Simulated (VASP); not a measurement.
## TiAl3: single point with PBEsol

The system is TiAl3.

```
CELL_PARAMETERS angstrom
3.95567 0.00000 0.00000
0.00000 3.95567 0.00000
0.00000 0.00000 3.95567
ATOMIC_POSITIONS crystal
Ti 0.00000 0.00000 0.00000
Al 0.50000 0.50000 0.00000
Al 0.50253 0.00000 0.50000
Al 0.00000 0.50000 0.50000
```

```yaml
Program: VASP 6.6.1
Task: single point
Functional: PBEsol
Potentials_or_basis: VASP PAW PBE potentials, release 64 (Ti_sv, Al)
Cutoff: 520 eV
k_mesh: 6 × 6 × 6
Occupations: fermi-dirac, width 0.1 eV
Spin: no spin polarisation
Dipole_correction: no
Further_INCAR_settings: ALGO = Normal; EDIFF = 1e-06; NBANDS = 18
```

```
Pressure               : -0.5 GPa
Largest force          : 0.074 eV/Å
Band gap on the k mesh : zero (an odd number of electrons rules out a gap without spin polarisation)
```

Forces in eV/Å, atoms in the order of the input:
```
Ti   0.041  0.000  0.000
Al   0.003  0.000  0.000
Al  -0.074  0.000  0.000
Al   0.029  0.000  0.000
```

Levels at points of the mesh, in eV from the Fermi level:
```
           k point  band 8  band 9  band 10  band 11  band 12  band 13
(0.00, 0.00, 0.00)   -2.10   -2.10    -2.10     0.21     0.21     0.21
(0.50, 0.00, 0.00)   -2.21   -2.15     0.45     0.80     0.80     0.99
(0.00, 0.50, 0.00)   -2.21   -2.15     0.45     0.80     0.80     0.99
(0.00, 0.00, 0.50)   -2.21   -2.15     0.45     0.80     0.80     0.99
(0.50, 0.50, 0.00)   -4.99   -1.21    -1.21     0.68     0.92     1.16
(0.00, 0.50, 0.50)   -4.99   -1.21    -1.21     0.68     0.92     1.16
(0.50, 0.00, 0.50)   -4.99   -1.21    -1.21     0.68     0.92     1.16
(0.50, 0.50, 0.50)   -4.93   -3.45    -3.45    -3.45     0.23     1.25
```

Wall time 94 s on 1 thread of Intel Xeon 8259CL (shared host), peak memory 0.21 GiB.

Caveat: the PAW data sets were made with another functional, which shifts forces and pressure a little.
